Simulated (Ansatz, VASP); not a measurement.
**KScS2 in VASP and in Ansatz**

POSCAR

```
KScS2
1.0
    4.0166446699      0.0000000000      0.0000000000
    0.0000000000      4.0166446699      0.0000000000
    0.0000000000      0.0000000000      5.4499120201
K S Sc
1 2 1
Direct
    0.0000000000      0.0000000000      0.0000000000
    0.0000000000      0.0000000000      0.5000000000
    0.5000000000      0.5000000000      0.0000000000
    0.5000000000      0.5000000000      0.5000000000
```

The input INCAR.step1:

```
ALGO = Normal
EDIFF = 1E-4
ENCUT = 520
GGA = PE
ISMEAR = -1
LASPH = T
LCHARG = F
LREAL = F
LWAVE = T
NBANDS = 24
NELM = 80
PREC = Accurate
SIGMA = 0.03
```

File INCAR.step2:

```
ALGO = Normal
BPARAM = 11.95
CPARAM = 0.0093
EDIFF = 1E-6
ENCUT = 520
ISIF = 2
ISMEAR = -1
ISTART = 1
IVDW_NL = 2
LASPH = T
LCHARG = F
LMIXTAU = T
LREAL = F
LUSE_VDW = T
LWAVE = F
METAGGA = R2SCAN
NBANDS = 24
NELM = 80
PREC = Accurate
SIGMA = 0.03
```

KPOINTS

```
k-points
0
Gamma
  8 8 6
```

Input for Ansatz:

```yaml
crystal:
  lattice:
    - [4.0166446699, 0.0, 0.0]
    - [0.0, 4.0166446699, 0.0]
    - [0.0, 0.0, 5.4499120201]
  atoms:
    - { symbol: K, position: [0.0, 0.0, 0.0] }
    - { symbol: S, position: [0.0, 0.0, 0.5] }
    - { symbol: Sc, position: [0.5, 0.5, 0.5] }
    - { symbol: S, position: [0.5, 0.5, 0.0] }
kpoints:
  mp_grid: { grid: [8, 8, 6] }
  band_path:
    path:
      - [0.0, 0.0, 0.0]
      - [0.0, 0.5, 0.0]
      - [0.5, 0.5, 0.0]
      - [0.0, 0.0, 0.5]
      - [0.0, 0.5, 0.5]
      - [0.5, 0.5, 0.5]
    npoints: 1
hamiltonian:
  xc: r2scan
  dispersion: rvv10
scf:
  occupations: { method: fermi_dirac, width: 0.03 }
  n_extra_bands: 5
output:
  forces: true
  stress: true
  eigenvalues: true
```

Alike in both runs: task single point; functional r2SCAN; dispersion rVV10; k mesh 8 × 8 × 6; occupations fermi-dirac, width 0.03 eV; no spin polarisation.

|  | VASP | Ansatz |
| --- | --- | --- |
| version | VASP 6.6.1 | Ansatz 0.2.0 |
| potentials or method | VASP PAW PBE potentials, release 64 (K_sv, S, Sc_sv) | plane waves, PAW |
| plane-wave cutoff (eV) | 520 | 500 |
| valence electrons in the cell | 32 | 32 |

```tsv
	VASP	Ansatz	Ansatz less VASP
pressure (GPa)	0.2	-0.1	-0.29
```

VASP's potentials were made for PBE, not for r2SCAN.
